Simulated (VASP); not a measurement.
# Al (P6_3/mmc) in VASP: notebook

The runs below take Al through single point, with PBEsol.

Everything below comes from runs of VASP 6.6.1. Logs are shortened: lines on timing, memory, paths and dates and some standing lists are left out, and cuts for length are marked.

### 1 The cell of the first run

The structure is hexagonal, space group P6_3/mmc (No. 194). Conventional cell: a = 2.761 Å, b = 2.761 Å, c = 4.942 Å, α = 90.00°, β = 90.00°, γ = 120.00°. Within 3.6 Å of Al (site symmetry -6m2) lie 12 Al at 2.76 to 2.94 Å.

This isn't the form of Al at room conditions, which is fcc.

### 2 Single point, PBEsol

Contents of INCAR:

```
SYSTEM = Al
PREC = Accurate
ENCUT = 520
EDIFF = 1E-6
ISMEAR = 0
SIGMA = 0.15
LREAL = .False.
LASPH = .True.
NELM = 80
ALGO = Fast
ISIF = 2
LWAVE = .False.
LCHARG = .False.
GGA = PS
NBANDS = 10
```

Contents of KPOINTS:

```
regular mesh
0
Gamma
  24 24 14
  0 0 0
```

Contents of POSCAR:

```
Al
1.0
    2.7609458485      0.0000000000      0.0000000000
   -1.3804729242      2.3910492433      0.0000000000
    0.0000000000      0.0000000000      4.9415358429
Al
2
Direct
    0.6666666667      0.3333333333      0.7500000000
    0.3333333333      0.6666666667      0.2500000000
```

Potentials or basis: VASP PAW PBE potentials, release 64 (Al).

Launch:

```console
$ cat potpaw_PBE.64/Al/POTCAR > POTCAR
$ mpirun -np 1 vasp_std > vasp.out
```

OUTCAR:

```text
SYSTEM = Al
   PREC = Accurate
   ENCUT = 520
   EDIFF = 1E-6
   ISMEAR = 0
   LREAL = .False.
   LASPH = .True.
   NELM = 80
   ISIF = 2
   GGA = PS

 ion  position               nearest neighbor table
   1  0.667  0.333  0.750-   2 2.94   2 2.94   2 2.94   2 2.94   2 2.94   2 2.94
   2  0.333  0.667  0.250-   1 2.94   1 2.94   1 2.94   1 2.94   1 2.94   1 2.94

  LATTYP: Found a hexagonal cell.
 ALAT       =     2.7609458485
 C/A-ratio  =     1.7897981757

  Lattice vectors:

 A1 = (   2.7609458485,   0.0000000000,   0.0000000000)
 A2 = (  -1.3804729242,   2.3910492433,   0.0000000000)
 A3 = (   0.0000000000,   0.0000000000,   4.9415358429)

Analysis of symmetry for initial positions (statically):
=====================================================================
 Subroutine PRICEL returns:
 Original cell was already a primitive cell.

 Routine SETGRP: Setting up the symmetry group for a
 hexagonal supercell.

 Subroutine GETGRP returns: Found 24 space group operations
 (whereof 12 operations were pure point group operations)
 out of a pool of 24 trial point group operations.

The static configuration has the point symmetry D_3d.
 The point group associated with its full space group is D_6h.

Analysis of symmetry for dynamics (positions and initial velocities):
=====================================================================
 Subroutine PRICEL returns:
 Original cell was already a primitive cell.

 Routine SETGRP: Setting up the symmetry group for a
 hexagonal supercell.

 Subroutine GETGRP returns: Found 24 space group operations
 (whereof 12 operations were pure point group operations)
 out of a pool of 24 trial point group operations.

The dynamic configuration has the point symmetry D_3d.
 The point group associated with its full space group is D_6h.

 Subroutine INISYM returns: Found 24 space group operations
 (whereof 12 operations are pure point group operations),
 and found     1 'primitive' translations

----------------------------------------------------------------------------------------

                                     Primitive cell

  volume of cell :      32.6218

  direct lattice vectors                    reciprocal lattice vectors
     2.760945849  0.000000000  0.000000000     0.362194717  0.209113217  0.000000000
    -1.380472924  2.391049243  0.000000000     0.000000000  0.418226435  0.000000000
     0.000000000  0.000000000  4.941535843     0.000000000  0.000000000  0.202366234

  length of vectors
     2.760945849  2.760945848  4.941535843     0.418226435  0.418226435  0.202366234

  position of ions in fractional coordinates (direct lattice)
     0.666666667  0.333333333  0.750000000
     0.333333333  0.666666667  0.250000000

  ion indices of the primitive-cell ions
   primitive index   ion index
                 1           1
                 2           2

----------------------------------------------------------------------------------------

 KPOINTS: regular mesh

Automatic generation of k-mesh.
 Grid dimensions read from file:
 generate k-points for:   24   24   14

 Generating k-lattice:

  Cartesian coordinates                     Fractional coordinates (reciprocal lattice)
     0.015091447  0.008713051  0.000000000     0.041666667  0.000000000  0.000000000
     0.000000000  0.017426101  0.000000000     0.000000000  0.041666667  0.000000000
     0.000000000  0.000000000  0.014454731     0.000000000  0.000000000  0.071428571

  Length of vectors
     0.017426101  0.017426101  0.014454731

  Shift w.r.t. Gamma in fractional coordinates (k-lattice)
     0.000000000  0.000000000  0.000000000

 Subroutine IBZKPT returns following result:
 ===========================================

 Found    488 irreducible k-points:

 Following reciprocal coordinates:
            Coordinates               Weight
  0.000000  0.000000  0.000000      1.000000
  0.041667  0.000000  0.000000      6.000000
  0.083333  0.000000  0.000000      6.000000
  0.125000  0.000000  0.000000      6.000000
  0.166667  0.000000  0.000000      6.000000
  0.208333  0.000000  0.000000      6.000000
[... 16 lines left out ...]
  0.416667  0.041667  0.000000     12.000000
  0.458333  0.041667  0.000000     12.000000
 [... further k-points ...]
   k-points           NKPTS =    488   k-points in BZ     NKDIM =    488   number of bands    NBANDS=     10
   number of dos      NEDOS =    301   number of ions     NIONS =      2
   total plane-waves  NPLWV =  23040
   dimension x,y,z NGX =    24 NGY =   24 NGZ =   40
   dimension x,y,z NGXF=    48 NGYF=   48 NGZF=   80
   ions per type =               2
   NGX,Y,Z   is equivalent  to a cutoff of  14.45, 14.45, 13.46 a.u.
   NGXF,Y,Z  is equivalent  to a cutoff of  28.90, 28.90, 26.91 a.u.
 SYSTEM =  Al
   PREC   = accura    normal or accurate (medium, high low for compatibility)
   ISTART =      0    job   : 0-new  1-cont  2-samecut
   ICHARG =      2    charge: 1-file 2-atom 10-const
   ISPIN  =      1    spin polarized calculation?
   LNONCOLLINEAR =      F non collinear calculations
   LSORBIT =      F    spin-orbit coupling
   LASPH  =      T    aspherical Exc in radial PAW
   ENCUT  =  520.0 eV  38.22 Ry    6.18 a.u.   5.13  5.13  9.19*2*pi/ulx,y,z
   NELM   =     80;   NELMIN=  2; NELMDL= -5     # of ELM steps
   EDIFF  = 0.1E-05   stopping-criterion for ELM
   LREAL  =      F    real-space projection
   EDIFFG = 0.1E-04   stopping-criterion for IOM
   NSW    =      0    number of steps for IOM
   IBRION =     -1    ionic relax: 0-MD 1-quasi-New 2-CG
   NFREE  =      0    steps in history (QN), initial steepest desc. (CG)
   ISIF   =      2    stress and relaxation
   ISYM   =      2    0-nonsym 1-usesym 2-fastsym
   POTIM  = 0.5000    time-step for ionic-motion
   TEBEG  =    0.0;   TEEND  =   0.0 temperature during run
   PSTRESS=    0.0 pullay stress
   NELECT =       6.0000    total number of electrons
   NUPDOWN=      -1.0000    fix difference up-down
   EMIN   =  10.00;   EMAX   =-10.00  energy-range for DOS
   EFERMI =   0.00;   METHOD = LEGACY
   ISMEAR =     0;   SIGMA  =   0.15  broadening in eV -4-tet -1-fermi 0-gaus
   EFERMI_NEDOS =   21; number of points for ismear=-14 and -15
   IALGO  =     68    algorithm
   IMIX   =      4    mixing-type and parameters
     AMIX     =   0.40;   BMIX     =  1.00
     AMIX_MAG =   1.60;   BMIX_MAG =  1.00
  volume/ion in A,a.u.               =      16.31       110.07
  Fermi-wavevector in a.u.,A,eV,Ry     =   0.931013  1.759360 11.793331  0.866785
  Thomas-Fermi vector in A             =   2.057462
   LORBIT       =      0    0 simple, 1 ext, 2 COOP (PROOUT), +10 PAW based schemes
   GGA     = PS    functional components
   LHFCALC =     F    Hartree Fock is set to
   AEXX    =    0.0000 exact exchange contribution
   IVDW    =     0    specifies the selected vdW correction
   LEPSILON=     F    determine dielectric tensor
   LRPA    =     F    only Hartree local field effects (RPA)
 non-spin polarized calculation
 RMM-DIIS sequential band-by-band and
 Gauss-broadening in eV      SIGMA  =   0.15
  energy-cutoff  :      520.00
  volume of cell :       32.62
 maximum number of plane-waves:       895
 NGX is ok and might be reduce to    24
   NGX = 11   NGY = 11   NGZ = 19

 number of electron       6.0000000 magnetization

 Free energy of the ion-electron system (eV)
  ---------------------------------------------------
  ext. energy  EPLUGINS =         0.00000000
  ---------------------------------------------------
  free energy    TOTEN  =        -8.09153636 eV

  energy without entropy =       -8.08223538  energy(sigma->0) =       -8.08688587

 E-fermi :   8.0344     XC(G=0): -10.2954

 val. band max:        8.0245410869   @ k =   0.3333   0.0417   0.3571
 cond. band min:       8.0386141025   @ k =   0.4583   0.0000   0.0000
 fundamental gap:      0.0140730156
 Fermi energy:         8.0343659303

 k-point     1 :       0.0000    0.0000    0.0000
  band No.  band energies     occupation
      1      -3.1491      2.00000
      2       2.5746      2.00000
      3       2.9953      2.00000
      4      18.6475      0.00000
      5      19.6079      0.00000
      6      20.2385      0.00000
      7      20.2385      0.00000
      8      20.2635      0.00000
      9      20.2635      0.00000
     10      23.4753      0.00000

 k-point     2 :       0.0417    0.0000    0.0000
  band No.  band energies     occupation
      1      -3.1041      2.00000
      2       2.6186      2.00000
      3       3.0373      2.00000
      4      18.4329      0.00000
      5      19.1913      0.00000
      6      19.3897      0.00000
      7      19.6403      0.00000
      8      20.6520      0.00000
      9      21.1716      0.00000
     10      23.4713      0.00000

 k-point     3 :       0.0833    0.0000    0.0000
  band No.  band energies     occupation
      1      -2.9694      2.00000
      2       2.7506      2.00000
      3       3.1633      2.00000
      4      17.1746      0.00000
      5      18.5997      0.00000
      6      18.8034      0.00000
      7      19.7340      0.00000
      8      20.2479      0.00000
      9      22.0658      0.00000
     10      22.4541      0.00000

 k-point     4 :       0.1250    0.0000    0.0000
  band No.  band energies     occupation
      1      -2.7452      2.00000
      2       2.9696      2.00000
      3       3.3733      2.00000
      4      15.5697      0.00000
      5      17.8842      0.00000
      6      18.5678      0.00000
      7      19.5028      0.00000
      8      19.8629      0.00000
      9      21.5049      0.00000
     10      21.5922      0.00000
[... 222 lines left out ...]
 k-point    22 :       0.3750    0.0417    0.0000
  band No.  band energies     occupation
      1       0.8763      2.00000
      2       5.6560      2.00000
      3       6.8118      2.00000
      4       6.9650      2.00000
      5      11.4783      0.00000
      6      11.9304      0.00000
      7      14.3000      0.00000
      8      17.4357      0.00000
      9      19.1053      0.00000
     10      19.8570      0.00000

 k-point    23 :       0.4167    0.0417    0.0000
  band No.  band energies     occupation
      1       1.7426      2.00000
      2       4.7519      2.00000
      3       7.4911      2.00000
      4       7.6379      1.99981
      5      10.4189      0.00000
      6      10.7693      0.00000
      7      14.1205      0.00000
      8      17.2838      0.00000
      9      18.9792      0.00000
     10      19.6879      0.00000

 k-point    24 :       0.4583    0.0417    0.0000
  band No.  band energies     occupation
      1       2.6858      2.00000
      2       3.6980      2.00000
      3       8.2474      0.04460
      4       8.4875      0.00002
      5       9.4854      0.00000
      6       9.7520      0.00000
      7      14.0326      0.00000
      8      17.2069      0.00000
      9      18.9156      0.00000
     10      19.6031      0.00000

 [... further k-points ...]

------------------------ aborting loop because EDIFF is reached ----------------------------------------

  FORCE on cell =-STRESS in cart. coord.  units (eV):
  Direction    XX          YY          ZZ          XY          YZ          ZX
  --------------------------------------------------------------------------------------
  -------------------------------------------------------------------------------------
  Total        0.5796411      0.5796411     -0.6148288      0.0000000     -0.0000000      0.0000000
  in kB       28.4682888     28.4682888    -30.1964851      0.0000000     -0.0000000      0.0000000
  external PRESSURE =       8.9133642 kB  Pullay stress =       0.0000000 kB

 VOLUME and BASIS-vectors are now :
 -----------------------------------------------------------------------------
  energy-cutoff  :      520.00
  volume of cell :       32.62
      direct lattice vectors                 reciprocal lattice vectors
     2.760945849  0.000000000  0.000000000     0.362194717  0.209113217  0.000000000
    -1.380472924  2.391049243  0.000000000     0.000000000  0.418226435  0.000000000
     0.000000000  0.000000000  4.941535843     0.000000000  0.000000000  0.202366234

 POSITION                                       TOTAL-FORCE (eV/Angst)
 -----------------------------------------------------------------------------------
      1.38047      0.79702      3.70615        -0.000000     -0.000000      0.000000
     -0.00000      1.59403      1.23538         0.000000      0.000000      0.000000
 -----------------------------------------------------------------------------------
    total drift:                                0.000000     -0.000000     -0.000000

  FREE ENERGIE OF THE ION-ELECTRON SYSTEM (eV)
  ---------------------------------------------------
  free  energy   TOTEN  =        -8.0915363603 eV

  energy  without entropy=       -8.0822353785  energy(sigma->0) =       -8.08688587
```

It took 3.3 min on 1 thread of Intel Xeon 8259CL, shared host; peak memory 0.25 GiB.

Results:

```
Free energy            : -8.0915 eV
Pressure               : 0.9 GPa
Band gap on the k mesh : zero (bands 3 and 4 overlap by 6.43 eV)
```

Levels at points of the mesh, in eV from the Fermi level:
```csv
k point,band 1,band 2,band 3,band 4,band 5,band 6,band 7,band 8
"(0.00, 0.00, 0.00)",-11.18,-5.46,-5.04,10.61,11.57,12.20,12.20,12.23
"(0.50, 0.00, 0.00)",-4.89,-4.88,0.40,0.67,1.21,1.42,6.81,8.28
"(0.00, 0.00, 0.50)",-9.68,-9.68,1.87,1.87,13.02,13.02,13.02,13.02
"(0.50, 0.00, 0.50)",-3.80,-3.80,-2.99,-2.99,7.32,7.32,7.59,7.59
```

Caveat: the stress differs along the axes, from -3 to 3 GPa; the PAW data sets were made with another functional, which shifts forces and pressure a little.

(Part 1 of 2 ends here.)
